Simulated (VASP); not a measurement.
Input of a VASP 6.6.1 run:

File INCAR:

```
  PREC = Accurate
  ENCUT = 500
  EDIFF = 1E-6
  ISMEAR = -1
  SIGMA = 0.1
  LREAL = False
  LASPH = True
  NELM = 120
  ALGO = Normal
  ISIF = 2
  LWAVE = False
  LCHARG = False
  GGA = PE
  NBANDS = 10
  GGA_COMPAT = False
```

KPOINTS

```
Automatic mesh
0
Gamma
  3 3 3
```

POSCAR

```
K
1.0
    0.0000000000      2.5240000000      2.5240000000
    2.5240000000      0.0000000000      2.5240000000
    2.5240000000      2.5240000000      0.0000000000
K
1
Direct
    0.0000000000      0.0000000000      0.0000000000
```

Potentials or basis: VASP PAW PBE potentials, release 64 (K_sv).

The run is started by

```sh
$ cat potpaw_PBE.64/K_sv/POTCAR > POTCAR
$ mpirun -np 1 vasp_std > vasp.out
```

Question: Predict the pressure.

Answer: 12.8 GPa.

Question: What does it give for the band gap on the k mesh?

Answer: Zero (an odd number of electrons rules out a gap without spin polarisation).

Caveat: the k points lie up to 0.72 Å⁻¹ apart, too coarse for converged energies and pressures of a metal.
